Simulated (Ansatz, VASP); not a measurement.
# CsW2: VASP beside Ansatz

```xyz
6
Lattice="6.4884 0.0000 0.0000 0.0000 6.4884 0.0000 0.0000 0.0000 7.4816" Properties=species:S:1:pos:R:3 pbc="T T T"
Cs    0.0000    0.0000    0.0000
Cs    3.2442    3.2442    3.7408
W     2.5184    2.5184    0.0000
W     0.7258    5.7625    3.7408
W     3.9700    3.9700    0.0000
W     5.7625    0.7258    3.7408
```

Alike in both runs: functional PBE; k mesh 6 × 6 × 6; occupations gaussian, width 0.1 eV; no spin polarisation.

Ansatz relaxed the structure, and its values are those at the end. VASP's run is a single point on that final structure, the one shown.

|  | VASP | Ansatz |
| --- | --- | --- |
| version | VASP 6.6.1 | Ansatz 0.2.0 |
| potentials or method | VASP PAW PBE potentials, release 64 (Cs_sv, W_sv), cutoff 520 eV | scalar-relativistic, plane waves, PAW |
| valence electrons in the cell | 74 | 74 |

```tsv
	VASP	Ansatz	Ansatz less VASP
gap on the k mesh at the Fermi level (eV)	none	none	-
pressure (GPa)	0.8	0.0	-0.78
rms of the force components (eV/Å)	0.531	0.001	-0.5303
```

A gap of «none» marks a metal or a gap that the smearing closes. One of these differences is far larger than is usual between the two programs; its cause wasn't traced. The functional is the same, so the differences come from potentials, cutoffs and numerics.

Spin-orbit coupling is off throughout.
